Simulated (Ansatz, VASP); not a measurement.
One calculation of TePb, two programs

```
CELL_PARAMETERS angstrom
4.00229 0.00000 0.00000
0.00000 4.00229 0.00000
0.00000 0.00000 4.00229
ATOMIC_POSITIONS crystal
Pb 0.00000 0.00000 0.00000
Te 0.50000 0.50000 0.50000
```

Alike in both runs: task relaxation of cell and atoms; functional LDA; k mesh 7 × 7 × 7; occupations fermi-dirac, width 0.05 eV; no spin polarisation.

```csv
,VASP,Ansatz
version,VASP 6.6.1,Ansatz 0.2.0
potentials or method,"VASP PAW LDA potentials, release 64 (Pb_d, Te), cutoff 600 eV","all-electron LAPW, scalar-relativistic"
```

Ansatz gave:

```
relaxed volume (Å³/atom)                                     : 29.13
relaxed cell length with the largest relative difference (Å) : 3.877
```

**Question.** What did VASP give for the same quantities?

**Answer.** Relaxed volume (Å³/atom): 29.16; relaxed cell length with the largest relative difference (Å): 3.878.

LDA's correlation is that of Perdew and Zunger in VASP and of Perdew and Wang (1992) in Ansatz. Ansatz ran all-electron here, and VASP with PAW potentials.

Neither program's run includes spin-orbit coupling.
